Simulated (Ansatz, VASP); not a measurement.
# One calculation of Sc, two programs

The input INCAR:

```
SYSTEM = Sc
PREC = Accurate
ENCUT = 600
EDIFF = 1E-7
ISMEAR = -1
SIGMA = 0.05
LREAL = .False.
LASPH = .True.
NELM = 60
ALGO = Normal
ISIF = 3
LWAVE = .False.
LCHARG = .False.
GGA = PE
IBRION = 2
NSW = 100
EDIFFG = -0.005
```

Contents of KPOINTS:

```
Automatic mesh
0
Gamma
  15 15 8
  0 0 0
```

Contents of POSCAR:

```
Sc
1.0
    3.0842924831      0.0000000000      0.0000000000
   -1.5421462416      2.6710756431      0.0000000000
    0.0000000000      0.0000000000      4.9965538226
Sc
2
Direct
    0.3333333333      0.6666666667      0.2500000000
    0.6666666667      0.3333333333      0.7500000000
```

Input for Ansatz:

```yaml
crystal:
  lattice:
    - [3.0842924831, 0.0, 0.0]
    - [-1.5421462416, 2.6710756431, 0.0]
    - [0.0, 0.0, 4.9965538226]
  atoms:
    - { symbol: Sc, position: [0.3333333333, 0.6666666667, 0.25] }
    - { symbol: Sc, position: [0.6666666667, 0.3333333333, 0.75] }
kpoints:
  mp_grid: { grid: [15, 15, 8] }
scf:
  occupations: { method: fermi_dirac, width: 0.05 }
hamiltonian:
  xc: pbe
  pseudopotentials: { kind: paw }
output:
  forces: true
  stress: true
relax:
  f_tol: 0.005
  max_steps: 80
  cell: {}
```

Alike in both runs: task relaxation of cell and atoms; functional PBE; k mesh 15 × 15 × 8; occupations fermi-dirac, width 0.05 eV; no spin polarisation.

```csv
,VASP,Ansatz
version,VASP 6.6.1,Ansatz 0.2.0
potentials or method,"VASP PAW PBE potentials, release 64 (Sc_sv)","PAW with Ansatz's default frozen-core files, scalar-relativistic"
plane-wave cutoff (eV),600,420
valence electrons in the cell,22,22
```

Ansatz gave:

| Item | Value |
| --- | --- |
| relaxed volume (Å³/atom) | 24.66 |
| relaxed cell length with the largest relative difference (Å) | 3.319 |

**Question.** Which values does VASP return?

**Answer.** Relaxed volume (Å³/atom): 24.66; relaxed cell length with the largest relative difference (Å): 3.320.

Noted on VASP's run: the volume moved by over 15 % at a fixed basis, so the end points are rough.
